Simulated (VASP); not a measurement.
# TlO7 (Pm-3m) in VASP: a series of runs

Runs on TlO7. Level: PBE. Tasks: relaxation of cell and atoms, single point.

All numbers are computed with VASP 6.6.1; they aren't measurements. Logs are shortened: lines on timing, memory, paths and dates and some standing lists are left out, and cuts for length are marked.

### Step 1. The cell of the first run

The structure is cubic, space group Pm-3m (No. 221). The conventional cell has a = 6.974 Å, b = 6.974 Å, c = 6.974 Å, α = 90.00°, β = 90.00°, γ = 90.00°. Tl (site symmetry m-3m) has 6 O at 2.87 Å within 3.8 Å. Within 1.7 Å of O (site symmetry 4mm) lie 1 O at 1.23 Å.

### Step 2. Relaxation of cell and atoms, PBE

Contents of INCAR:

```
SYSTEM = TlO7
ALGO = Normal
EDIFF = 1E-6
EDIFFG = -0.01
ENCUT = 600
GGA = PE
IBRION = 2
ISIF = 3
ISMEAR = 0
LASPH = .True.
LCHARG = .False.
LREAL = .False.
LWAVE = .False.
NELM = 100
NSW = 100
PREC = Accurate
SIGMA = 0.1
```

Contents of KPOINTS:

```
k-points
0
Gamma
  6 6 6
  0 0 0
```

Contents of POSCAR:

```
TlO7
1.0
    6.9739612527      0.0000000000      0.0000000000
    0.0000000000      6.9739612527      0.0000000000
    0.0000000000      0.0000000000      6.9739612527
Tl O
1 7
Direct
    0.5000000000      0.5000000000      0.5000000000
    0.0884897911      0.5000000000      0.5000000000
    0.9115102089      0.5000000000      0.5000000000
    0.5000000000      0.0884897911      0.5000000000
    0.5000000000      0.9115102089      0.5000000000
    0.5000000000      0.5000000000      0.0884897911
    0.5000000000      0.5000000000      0.9115102089
    0.0000000000      0.0000000000      0.0000000000
```

Potentials or basis: VASP PAW PBE potentials, release 64 (Tl_d, O).

Started as:

```console
$ cat potpaw_PBE.64/Tl_d/POTCAR potpaw_PBE.64/O/POTCAR > POTCAR
$ mpirun -np 1 vasp_std > vasp.out
```

OUTCAR:

```text
SYSTEM = TlO7
   EDIFF = 1E-6
   EDIFFG = -0.01
   ENCUT = 600
   GGA = PE
   IBRION = 2
   ISIF = 3
   ISMEAR = 0
   LASPH = .True.
   LREAL = .False.
   NELM = 100
   NSW = 100
   PREC = Accurate

 ion  position               nearest neighbor table
   1  0.500  0.500  0.500-   2 2.87   3 2.87   4 2.87   5 2.87   6 2.87   7 2.87
   2  0.088  0.500  0.500-   3 1.23   1 2.87
   3  0.912  0.500  0.500-   2 1.23   1 2.87
   4  0.500  0.088  0.500-   5 1.23   1 2.87
   5  0.500  0.912  0.500-   4 1.23   1 2.87
   6  0.500  0.500  0.088-   7 1.23   1 2.87
   7  0.500  0.500  0.912-   6 1.23   1 2.87
   8  0.000  0.000  0.000-

  LATTYP: Found a simple cubic cell.
 ALAT       =     6.9739612527

  Lattice vectors:

 A1 = (   6.9739612527,   0.0000000000,   0.0000000000)
 A2 = (   0.0000000000,   6.9739612527,   0.0000000000)
 A3 = (   0.0000000000,   0.0000000000,   6.9739612527)

Analysis of symmetry for initial positions (statically):
=====================================================================
 Subroutine PRICEL returns:
 Original cell was already a primitive cell.

 Routine SETGRP: Setting up the symmetry group for a
 simple cubic supercell.

 Subroutine GETGRP returns: Found 48 space group operations
 (whereof 48 operations were pure point group operations)
 out of a pool of 48 trial point group operations.

The static configuration has the point symmetry O_h .

Analysis of symmetry for dynamics (positions and initial velocities):
=====================================================================
 Subroutine PRICEL returns:
 Original cell was already a primitive cell.

 Routine SETGRP: Setting up the symmetry group for a
 simple cubic supercell.

 Subroutine GETGRP returns: Found 48 space group operations
 (whereof 48 operations were pure point group operations)
 out of a pool of 48 trial point group operations.

The dynamic configuration has the point symmetry O_h .

 Subroutine INISYM returns: Found 48 space group operations
 (whereof 48 operations are pure point group operations),
 and found     1 'primitive' translations

----------------------------------------------------------------------------------------

                                     Primitive cell

  volume of cell :     339.1865

  direct lattice vectors                    reciprocal lattice vectors
     6.973961253  0.000000000  0.000000000     0.143390530  0.000000000  0.000000000
     0.000000000  6.973961253  0.000000000     0.000000000  0.143390530  0.000000000
     0.000000000  0.000000000  6.973961253     0.000000000  0.000000000  0.143390530

  length of vectors
     6.973961253  6.973961253  6.973961253     0.143390530  0.143390530  0.143390530

  position of ions in fractional coordinates (direct lattice)
     0.500000000  0.500000000  0.500000000
     0.088489791  0.500000000  0.500000000
     0.911510209  0.500000000  0.500000000
     0.500000000  0.088489791  0.500000000
     0.500000000  0.911510209  0.500000000
     0.500000000  0.500000000  0.088489791
     0.500000000  0.500000000  0.911510209
     0.000000000  0.000000000  0.000000000

  ion indices of the primitive-cell ions
   primitive index   ion index
                 1           1
                 2           2
                 3           3
                 4           4
                 5           5
                 6           6
                 7           7
                 8           8

----------------------------------------------------------------------------------------

 KPOINTS: k-points

Automatic generation of k-mesh.
 Grid dimensions read from file:
 generate k-points for:    6    6    6

 Generating k-lattice:

  Cartesian coordinates                     Fractional coordinates (reciprocal lattice)
     0.023898422  0.000000000  0.000000000     0.166666667  0.000000000  0.000000000
     0.000000000  0.023898422  0.000000000     0.000000000  0.166666667  0.000000000
     0.000000000  0.000000000  0.023898422     0.000000000  0.000000000  0.166666667

  Length of vectors
     0.023898422  0.023898422  0.023898422

  Shift w.r.t. Gamma in fractional coordinates (k-lattice)
     0.000000000  0.000000000  0.000000000

 Subroutine IBZKPT returns following result:
 ===========================================

 Found     20 irreducible k-points:

 Following reciprocal coordinates:
            Coordinates               Weight
  0.000000  0.000000  0.000000      1.000000
  0.166667  0.000000  0.000000      6.000000
  0.333333  0.000000  0.000000      6.000000
  0.500000  0.000000  0.000000      3.000000
  0.166667  0.166667  0.000000     12.000000
  0.333333  0.166667  0.000000     24.000000
[... 12 lines left out ...]
  0.500000  0.500000  0.333333      6.000000
  0.500000  0.500000  0.500000      1.000000
   k-points           NKPTS =     20   k-points in BZ     NKDIM =     20   number of bands    NBANDS=     33
   number of dos      NEDOS =    301   number of ions     NIONS =      8
   total plane-waves  NPLWV = 175616
   dimension x,y,z NGX =    56 NGY =   56 NGZ =   56
   dimension x,y,z NGXF=   112 NGYF=  112 NGZF=  112
   ions per type =               1   7
   NGX,Y,Z   is equivalent  to a cutoff of  13.35, 13.35, 13.35 a.u.
   NGXF,Y,Z  is equivalent  to a cutoff of  26.70, 26.70, 26.70 a.u.
 SYSTEM =  TlO7
   PREC   = accura    normal or accurate (medium, high low for compatibility)
   ISTART =      0    job   : 0-new  1-cont  2-samecut
   ICHARG =      2    charge: 1-file 2-atom 10-const
   ISPIN  =      1    spin polarized calculation?
   LNONCOLLINEAR =      F non collinear calculations
   LSORBIT =      F    spin-orbit coupling
   LASPH  =      T    aspherical Exc in radial PAW
   ENCUT  =  600.0 eV  44.10 Ry    6.64 a.u.  13.93 13.93 13.93*2*pi/ulx,y,z
   NELM   =    100;   NELMIN=  2; NELMDL= -5     # of ELM steps
   EDIFF  = 0.1E-05   stopping-criterion for ELM
   LREAL  =      F    real-space projection
   EDIFFG = -.1E-01   stopping-criterion for IOM
   NSW    =    100    number of steps for IOM
   IBRION =      2    ionic relax: 0-MD 1-quasi-New 2-CG
   NFREE  =      1    steps in history (QN), initial steepest desc. (CG)
   ISIF   =      3    stress and relaxation
   ISYM   =      2    0-nonsym 1-usesym 2-fastsym
   POTIM  = 0.5000    time-step for ionic-motion
   TEBEG  =    0.0;   TEEND  =   0.0 temperature during run
   PSTRESS=    0.0 pullay stress
   NELECT =      55.0000    total number of electrons
   NUPDOWN=      -1.0000    fix difference up-down
   EMIN   =  10.00;   EMAX   =-10.00  energy-range for DOS
   EFERMI =   0.00;   METHOD = LEGACY
   ISMEAR =     0;   SIGMA  =   0.10  broadening in eV -4-tet -1-fermi 0-gaus
   EFERMI_NEDOS =   21; number of points for ismear=-14 and -15
   IALGO  =     38    algorithm
   IMIX   =      4    mixing-type and parameters
     AMIX     =   0.40;   BMIX     =  1.00
     AMIX_MAG =   1.60;   BMIX_MAG =  1.00
  volume/ion in A,a.u.               =      42.40       286.12
  Fermi-wavevector in a.u.,A,eV,Ry     =   0.892722  1.687000 10.843196  0.796952
  Thomas-Fermi vector in A             =   2.014707
   LORBIT       =      0    0 simple, 1 ext, 2 COOP (PROOUT), +10 PAW based schemes
   GGA     = PE    functional components
   LHFCALC =     F    Hartree Fock is set to
   AEXX    =    0.0000 exact exchange contribution
   IVDW    =     0    specifies the selected vdW correction
   LEPSILON=     F    determine dielectric tensor
   LRPA    =     F    only Hartree local field effects (RPA)
 conjugate gradient relaxation of ions
 non-spin polarized calculation
 Gauss-broadening in eV      SIGMA  =   0.10
  energy-cutoff  :      600.00
  volume of cell :      339.19
 maximum number of plane-waves:     11363
 NGX is ok and might be reduce to    56
   NGX = 27   NGY = 27   NGZ = 27

--------------------------------------- Ionic step        1  -------------------------------------------

 number of electron      54.9999992 magnetization

 Free energy of the ion-electron system (eV)
  ---------------------------------------------------
  ext. energy  EPLUGINS =         0.00000000
  ---------------------------------------------------
  free energy    TOTEN  =       -30.85987134 eV

  energy without entropy =      -30.49056130  energy(sigma->0) =      -30.67521632

------------------------ aborting loop because EDIFF is reached ----------------------------------------

  FORCE on cell =-STRESS in cart. coord.  units (eV):
  Direction    XX          YY          ZZ          XY          YZ          ZX
  --------------------------------------------------------------------------------------
  -------------------------------------------------------------------------------------
  Total        1.0722741      1.0722741      1.0722741      0.0000000     -0.0000000      0.0000000
  in kB        5.0649810      5.0649810      5.0649810      0.0000000     -0.0000000      0.0000000
  external PRESSURE =       5.0649810 kB  Pullay stress =       0.0000000 kB
[... 321 lines left out ...]
  energy  without entropy=      -30.5097066783  energy(sigma->0) =      -30.69536599

--------------------------------------- Ionic step        9  -------------------------------------------

 number of electron      54.9999989 magnetization

 Free energy of the ion-electron system (eV)
  ---------------------------------------------------
  ext. energy  EPLUGINS =         0.00000000
  ---------------------------------------------------
  free energy    TOTEN  =       -30.88127074 eV

  energy without entropy =      -30.51082569  energy(sigma->0) =      -30.69604821

 E-fermi :  -3.8807     XC(G=0):  -4.7956

 val. band max:       -3.8911965377   @ k =   0.5000   0.1667   0.1667
 cond. band min:      -3.8789563070   @ k =   0.5000   0.3333   0.1667
 fundamental gap:      0.0122402307
 Fermi energy:        -3.8806581588

 k-point     1 :       0.0000    0.0000    0.0000
  band No.  band energies     occupation
      1     -29.3256      2.00000
      2     -29.3218      2.00000
      3     -29.3218      2.00000
      4     -18.7046      2.00000
      5     -17.9317      2.00000
      6     -17.9317      2.00000
[... 744 lines left out ...]
  FREE ENERGIE OF THE ION-ELECTRON SYSTEM (eV)
  ---------------------------------------------------
  free  energy   TOTEN  =       -30.8812707353 eV

  energy  without entropy=      -30.5108256945  energy(sigma->0) =      -30.69604821

 reached required accuracy - stopping structural energy minimisation
```

Wall time 61 min (1 thread of Intel Xeon Platinum 8259CL at 2.50GHz (Skylake/Cascade Lake), shared host); peak memory 0.62 GiB.

What came out:

```
Free energy                            : -30.8813 eV
Relaxed volume                         : 42.32 Å³/atom
Relaxed cell                           : a = 6.970 Å, b = 6.970 Å, c = 6.970 Å, α = 90.00°, β = 90.00°, γ = 90.00°
Space group after relaxing (to 0.05 Å) : Pm-3m (No. 221)
Energy gained by relaxing              : 2.7 meV/atom
Ionic steps                            : 9
Pressure after relaxing                : 0.0 GPa
```

Forces on the atoms (eV/Å):
```
Tl   0.000  0.000  0.000
O   -0.003  0.000  0.000
O    0.003  0.000  0.000
O    0.000 -0.003  0.000
O    0.000  0.003  0.000
O    0.000  0.000 -0.003
O    0.000  0.000  0.003
O    0.000  0.000  0.000
```

The path:
```tsv
step	energy change (eV)	largest force (eV/Å)	pressure (GPa)	volume (Å³)
1	0.0000	0.9779	0.51	339.19
2	0.5715	4.0264	-2.51	345.81
3	-0.0209	0.0445	-0.08	340.15
4	-0.0210	0.0072	-0.05	340.10
5	-0.0210	0.0107	-0.06	340.11
6	-0.0210	0.0854	0.00	339.49
7	-0.0211	0.0332	-0.03	339.83
8	-0.0212	0.0255	-0.03	339.51
9	-0.0214	0.0028	-0.04	338.54
```

Final structure:
```xyz
8
Lattice="6.9695 0.0000 0.0000 0.0000 6.9695 0.0000 0.0000 0.0000 6.9695" Properties=species:S:1:pos:R:3 pbc="T T T"
Tl    3.4848    3.4848    3.4848
O     0.6245    3.4848    3.4848
O     6.3450    3.4848    3.4848
O     3.4848    0.6245    3.4848
O     3.4848    6.3450    3.4848
O     3.4848    3.4848    0.6245
O     3.4848    3.4848    6.3450
O     0.0000    0.0000    0.0000
```

Caveat: the standard files for N, O and F lose accuracy on very short bonds; spin-orbit coupling is left out, which moves the levels of the heavy elements; an odd number of electrons without spin polarisation forces a metal; a magnetic or distorted state may lie lower.

### Step 3. Single point, PBE

This run uses another cell than the first one, of 11.76 Å³/atom, 0.277 times its volume.

Contents of INCAR:

```
PREC     = Accurate       # precision mode
ENCUT    = 520            # plane-wave cutoff, eV
EDIFF    = 1E-6           # SCF threshold, eV
ISMEAR   = 0              # smearing method
SIGMA    = 0.1            # smearing width, eV
LREAL    = F              # projectors in reciprocal space
LASPH    = T              # aspherical terms in the spheres
NELM     = 100            # most SCF steps
ALGO     = Normal         # electronic algorithm
ISIF     = 2              # what is computed and relaxed
LWAVE    = F              # write WAVECAR
LCHARG   = F              # write CHGCAR
GGA      = PE             # functional
NBANDS   = 38             # bands
```

Contents of KPOINTS:

```
regular mesh
0
Gamma
  4 4 4
```

Contents of POSCAR:

```
TlO7
1.0
    4.5479178400      0.0000000000      0.0000000000
    0.0000000000      4.5479178400      0.0000000000
    0.0000000000      0.0000000000      4.5479178400
Tl O
1 7
Direct
    0.5000000000      0.5000000000      0.5000000000
    0.1199885500      0.5000000000      0.5000000000
    0.8800114500      0.5000000000      0.5000000000
    0.5000000000      0.1199885500      0.5000000000
    0.5000000000      0.8800114500      0.5000000000
    0.5000000000      0.5000000000      0.1199885500
    0.5000000000      0.5000000000      0.8800114500
    0.0000000000      0.0000000000      0.0000000000
```

Potentials or basis: VASP PAW PBE potentials, release 64 (Tl_d, O).

Started as:

```console
$ cat potpaw_PBE.64/Tl_d/POTCAR potpaw_PBE.64/O/POTCAR > POTCAR
$ mpirun -np 1 vasp_std > vasp.out
```

It took 63 s on 1 thread of Intel Xeon Platinum 8259CL at 2.50GHz (Skylake/Cascade Lake), shared host; peak memory 0.21 GiB.

It converged, with:

```yaml
Free_energy: -4.9579 eV
Pressure: 148.1 GPa
Largest_force: 6.470 eV/Å
```

Forces on the atoms (eV/Å):
```
Tl   0.000  0.000  0.000
O    6.470  0.000  0.000
O   -6.470  0.000  0.000
O    0.000  6.470  0.000
O    0.000 -6.470  0.000
O    0.000  0.000  6.470
O    0.000  0.000 -6.470
O    0.000  0.000  0.000
```

Levels at points of the mesh, in eV from the Fermi level:
```tsv
k point	band 25	band 26	band 27	band 28	band 29	band 30
(0.00, 0.00, 0.00)	0.01	0.01	0.01	0.86	0.86	0.86
(0.50, 0.00, 0.00)	-0.12	-0.12	0.02	0.48	0.48	0.86
(0.50, 0.50, 0.00)	-0.57	-0.12	-0.12	-0.08	0.39	0.39
(0.50, 0.50, 0.50)	-0.61	-0.61	-0.61	-0.09	-0.09	-0.09
```

Caveat: the standard files for N, O and F lose accuracy on very short bonds; spin-orbit coupling is left out, which moves the levels of the heavy elements; an odd number of electrons without spin polarisation forces a metal; a magnetic or distorted state may lie lower.
